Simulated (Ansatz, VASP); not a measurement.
Two plane-wave programs on Bi

```xyz
3
Lattice="5.9263 0.0000 0.0000 -2.9631 5.1323 0.0000 0.0000 0.0000 3.4828" Properties=species:S:1:pos:R:3 pbc="T T T"
Bi   -2.9631    5.1323    0.0000
Bi    0.0000    3.4215    1.7414
Bi    2.9631    1.7108    1.7414
```

Alike in both runs: task single point; functional r2SCAN; k mesh 7 × 7 × 11; occupations fermi-dirac, width 0.1 eV; no spin polarisation.

|  | VASP | Ansatz |
| --- | --- | --- |
| version | VASP 6.6.1 | Ansatz 0.2.0 |
| potentials or method | VASP PAW PBE potentials, release 64 (Bi_d), cutoff 550 eV | plane waves (500 eV) with PAW, scalar-relativistic |
| valence electrons in the cell | 45 | 45 |

```csv
,VASP,Ansatz,Ansatz less VASP
pressure (GPa),-4.6,-4.6,+0.05
"traceless stress, the component that is largest in VASP (GPa)",0.11,0.11,+0.001
```

VASP's potentials were made for PBE, not for r2SCAN. With one functional, cell and mesh, what is left measures potentials, basis and numerics.

Neither program's run includes spin-orbit coupling.
